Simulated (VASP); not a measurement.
## Sn16Se15 (a cell with a defect): single point with PBE

The system is Sn16Se15 (a cell with a defect).

```
Sn Se
1.0
    -6.06160    6.06160   -6.06160
     6.06160   -6.06160   -6.06160
    -6.06160   -6.06160    6.06160
Sn Se
16 15
Cartesian
  -2.9765 -0.0568 -2.9698
  -3.0062 -3.1067 -0.0620
  -2.5933 -6.2466 3.2275
  -6.0990 3.0812 -2.9667
  -3.0531 2.9404 -6.0824
  -6.2297 -0.1864 -0.3972
  -6.1051 -2.9612 3.1592
  3.1068 -6.1788 -2.9709
  -6.1632 -6.1154 -6.1327
  -2.9998 -3.0757 -6.1234
  -2.9499 -6.1161 -2.9075
  -0.1045 -2.9631 -2.9641
  3.0583 -3.1108 -6.1233
  -0.0519 -6.1267 -0.0333
  -6.2394 -2.5990 -2.8244
  -0.0437 -0.1181 -6.1307
  -6.0831 -2.9752 -0.0476
  -0.2120 0.0163 -3.0464
  -2.9817 -2.9698 3.1282
  -0.0026 -2.9411 -0.0842
  -9.0218 0.0238 -0.0610
  -2.9565 3.1160 -2.9543
  0.0201 -6.0430 -2.7965
  -2.9562 0.0328 -0.0659
  -0.0356 -9.0356 -0.0632
  0.0149 -0.2214 -9.1059
  -2.9682 -2.9708 -2.9340
  -0.0378 -2.9690 -6.1195
  -2.9663 -6.0262 -0.0690
  3.0846 -2.9746 -2.9356
  -2.9323 0.0399 -6.1568
```

```
Program             : VASP 6.6.1
Task                : single point
Functional          : PBE
Potentials or basis : VASP PAW PBE potentials, release 64 (Sn_d, Se)
Cutoff              : 400 eV
k mesh              : 2 × 2 × 2, shifted
Occupations         : gaussian, width 0.02 eV
Spin                : no spin polarisation
```

The pressure is 0.8 GPa, the largest force is 0.023 eV/Å and the band gap on the k mesh is 0.48 eV.

Forces on the atoms (eV/Å):
```
Sn  -0.009  0.002 -0.004
Sn   0.002  0.006  0.007
Sn  -0.002  0.005 -0.005
Sn   0.003 -0.017 -0.009
Sn   0.003  0.004  0.002
Sn   0.007  0.007  0.003
Sn   0.009 -0.010 -0.016
Sn  -0.009  0.005 -0.008
Sn   0.014  0.004  0.006
Sn  -0.005 -0.005  0.001
Sn  -0.011  0.009 -0.017
Sn   0.010 -0.008 -0.006
Sn  -0.007  0.004  0.011
Sn   0.008  0.005  0.010
Sn   0.007 -0.009 -0.003
Sn   0.009  0.012  0.007
Se   0.004  0.002  0.003
Se   0.013  0.006 -0.005
Se  -0.006 -0.006 -0.009
Se  -0.005 -0.005  0.016
Se   0.001 -0.003  0.002
Se  -0.003 -0.010 -0.003
Se   0.009  0.008 -0.017
Se  -0.007 -0.011  0.006
Se   0.005  0.001  0.012
Se   0.006  0.013 -0.005
Se  -0.016 -0.002 -0.009
Se   0.003 -0.004  0.007
Se  -0.006 -0.009  0.012
Se  -0.008  0.002 -0.006
Se  -0.017  0.003  0.016
```

Stress tensor (GPa, compression positive):
```
 0.66  0.13  0.04
 0.13  0.73 -0.07
 0.04 -0.07  0.88
```

Levels at points of the mesh, in eV from the valence-band top:
| k point | band 154 | band 155 | band 156 | band 157 | band 158 | band 159 | band 160 | band 161 |
| --- | --- | --- | --- | --- | --- | --- | --- | --- |
| (0.25, 0.25, 0.25) | -1.15 | -1.13 | -1.12 | 0.00 | 1.08 | 1.10 | 1.70 | 2.07 |

It took 3.4 min on 4 MPI ranks on Intel(R) Xeon(R) Platinum 8488C (Sapphire Rapids), with other jobs on the host, peak memory 0.51 GiB a rank.

Caveat: spin-orbit coupling is left out, which moves the levels of the heavy elements.
